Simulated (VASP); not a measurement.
Wanted: the native input for a VASP 6.6.1 run.

```yaml
Task: single point
Functional: LDA
Potentials_or_basis: VASP PAW LDA potentials, release 64 (C, O, H)
Cutoff: 520 eV
k_mesh: 2 × 2 × 1
Occupations: fermi-dirac, width 0.05 eV
Spin: no spin polarisation
Dipole_correction: no
Further_INCAR_settings: LREAL = Auto; ALGO = Normal; EDIFF = 1e-06; NBANDS = 56
```

The structure of H2C18O lies in POSCAR:

```
H2C18O
1.0
    7.3980000000      0.0000000000      0.0000000000
   -3.6990000000      6.4068560000      0.0000000000
    0.0000000000      0.0000000000     11.0000000000
C O H
18 1 2
Direct
   -0.0012932776     -0.0000686199      0.0758225577
    0.2211678021      0.1111979329      0.0757313995
   -0.0005836690      0.3327193316      0.0755842114
    0.2204226837      0.4433071800      0.0757787989
   -0.0016901261      0.6654218146      0.0755434995
    0.2216792788      0.7770994129      0.0756070293
    0.3328651373     -0.0004961358      0.0756630822
    0.5535809349      0.1098095339      0.0755886714
    0.3316318097      0.3319953699      0.0757879343
    0.5547967146      0.4436326637      0.0756291788
    0.3321107321      0.6665729041      0.0756809257
    0.5543956913      0.7777804381      0.0757613854
    0.6648045404     -0.0014113594      0.0757281907
    0.8880175746      0.1102130650      0.0757821294
    0.6651776128      0.3330812525      0.0753795509
    0.8875597352      0.4442626166      0.0751807579
    0.6660473370      0.6660806501      0.0757530569
    0.8868657713      0.7766120954      0.0757715039
    1.0227907570      0.5262181299      0.3564382340
    1.0234532537      0.4042744731      0.3240657111
    0.9990474061      0.5892900508      0.2849949909
```

The input as run:

INCAR

```
PREC     = Accurate       # precision mode
ENCUT    = 520            # plane-wave cutoff, eV
EDIFF    = 1E-6           # SCF threshold, eV
ISMEAR   = -1             # smearing method
SIGMA    = 0.05           # smearing width, eV
LREAL    = Auto         
LASPH    = T              # aspherical terms in the spheres
NELM     = 100            # most SCF steps
ALGO     = Normal         # electronic algorithm
ISIF     = 2              # what is computed and relaxed
LWAVE    = F              # write WAVECAR
LCHARG   = F              # write CHGCAR
NBANDS   = 56             # bands
```

KPOINTS

```
Automatic mesh
0
Gamma
  2 2 1
```

Potentials or basis: VASP PAW LDA potentials, release 64 (C, O, H).

Run with:

```sh
$ cat potpaw_LDA.64/C/POTCAR potpaw_LDA.64/O/POTCAR potpaw_LDA.64/H/POTCAR > POTCAR
$ mpirun -np 1 vasp_std > vasp.out
```

It gave:

| Quantity | Value |
| --- | --- |
| Largest force | 0.224 eV/Å |
| Band gap on the k mesh | 0.10 eV |

Caveat: the k points lie up to 0.49 Å⁻¹ apart.

Run time: 6.3 min on 1 thread of Intel Xeon 8259CL (shared host), peak memory 0.46 GiB.
